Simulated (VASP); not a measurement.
## Cu: relaxation of cell and atoms with PBEsol

Cu:

```
CELL_PARAMETERS angstrom
0.00000 1.50711 1.50711
1.50711 0.00000 1.50711
1.50711 1.50711 0.00000
ATOMIC_POSITIONS crystal
Cu 0.00000 0.00000 0.00000
```

- Program: VASP 6.6.1
- Task: relaxation of cell and atoms
- Functional: PBEsol
- Potentials or basis: VASP PAW PBE potentials, release 64 (Cu)
- Cutoff: 600 eV
- k mesh: 22 × 22 × 22
- Occupations: fermi-dirac, width 0.08 eV
- Spin: no spin polarisation
- Target pressure: 290 GPa
- Dipole correction: no
- Further INCAR settings: ALGO = Normal; EDIFF = 1e-06; IBRION = 2; EDIFFG = -0.005; NSW = 32; ISIF = 3

| Quantity | Value |
| --- | --- |
| Relaxed volume | 6.86 Å³/atom |
| Relaxed cell | a = 2.133 Å, b = 2.133 Å, c = 2.133 Å, α = 60.00°, β = 60.00°, γ = 60.00° |
| Space group after relaxing (to 0.05 Å) | Fm-3m (No. 225) |
| Energy change on relaxing (the enthalpy is what falls) | -28.8 meV/atom |
| Ionic steps | 3 |
| Pressure after relaxing | 290.0 GPa |

Step by step:
| step | energy change (eV) | largest force (eV/Å) | pressure (GPa) | volume (Å³) |
| --- | --- | --- | --- | --- |
| 1 | 0.0000 | 0.0000 | 292.96 | 6.85 |
| 2 | -0.2217 | 0.0000 | 270.03 | 6.97 |
| 3 | -0.0288 | 0.0000 | 290.03 | 6.86 |

Final structure:
```xyz
1
Lattice="0.0000 1.5083 1.5083 1.5083 0.0000 1.5083 1.5083 1.5083 0.0000" Properties=species:S:1:pos:R:3 pbc="T T T"
Cu    0.0000    0.0000    0.0000
```

Levels at points of the mesh, in eV from the Fermi level:
```csv
k point,band 4,band 5,band 6,band 7,band 8,band 9
"(0.00, 0.00, 0.00)",-5.77,-3.85,-3.85,26.06,33.37,33.37
"(0.50, 0.00, 0.00)",-3.18,-2.55,-2.55,7.22,24.35,31.32
"(0.50, 0.50, 0.00)",-2.22,-2.22,0.85,11.51,17.58,17.58
```

Wall time 40 s on 1 thread of Intel Xeon 6975P-C (shared host), peak memory 0.15 GiB.

Caveat: the cell is relaxed towards a set pressure, so the enthalpy falls and the energy may rise; the PAW data sets were made with another functional, which shifts forces and pressure a little.
